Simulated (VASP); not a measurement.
Set up this calculation in VASP 6.6.1, as the native input.

```
Task                   : single point
Functional             : PBE
Potentials or basis    : VASP PAW PBE potentials, release 64 (Ag, Pb_d, F)
Cutoff                 : 520 eV
k mesh                 : 4 × 4 × 4
Occupations            : gaussian, width 0.1 eV
Spin                   : no spin polarisation
Dipole correction      : no
Further INCAR settings : ALGO = Normal; EDIFF = 1e-07; NBANDS = 50
```

The structure of AgPb2F6 lies in POSCAR:

```
AgPb2F6
1.0
    0.0000000000      4.1923078600      4.1923078600
    4.1923078600      0.0000000000      4.1923078600
    4.1923078600      4.1923078600      0.0000000000
Ag Pb F
1 2 6
Direct
    0.0000000000      0.0000000000      0.0000000000
    0.2500000000      0.2500000000      0.2500000000
    0.7500000000      0.7500000000      0.7500000000
    0.7500000000      0.2500000000      0.2500000000
    0.2500000000      0.7500000000      0.7500000000
    0.2500000000      0.7500000000      0.2500000000
    0.7500000000      0.2500000000      0.7500000000
    0.2500000000      0.2500000000      0.7500000000
    0.7500000000      0.7500000000      0.2500000000
```

This cell differs from its parent crystal: atoms taken out.

These files were run (other wordings do the same):

INCAR

```
ALGO = Normal ; EDIFF = 1E-7
ENCUT = 520 ; GGA = PE
ISIF = 2 ; ISMEAR = 0
LASPH = T ; LCHARG = F
LREAL = F ; LWAVE = F
NBANDS = 50 ; NELM = 100
PREC = Accurate ; SIGMA = 0.1
```

KPOINTS

```
k-points
0
Gamma
  4 4 4
```

Potentials or basis: VASP PAW PBE potentials, release 64 (Ag, Pb_d, F).

Run with:

```bash
$ cat potpaw_PBE.64/Ag/POTCAR potpaw_PBE.64/Pb_d/POTCAR potpaw_PBE.64/F/POTCAR > POTCAR
$ mpirun -np 1 vasp_std > vasp.out
```

It gave:

```
Pressure               : 0.1 GPa
Band gap on the k mesh : zero (an odd number of electrons rules out a gap without spin polarisation)
```

Caveat: the cell differs from its parent crystal (atoms taken out); spin-orbit coupling is left out, which moves the levels of the heavy elements; an odd number of electrons without spin polarisation forces a metal; a magnetic or distorted state may lie lower.

Run time: 110 s on 1 thread of Intel(R) Xeon(R) Platinum 8175M CPU @ 2.50GHz (Skylake/Cascade Lake) (shared host), peak memory 0.34 GiB.
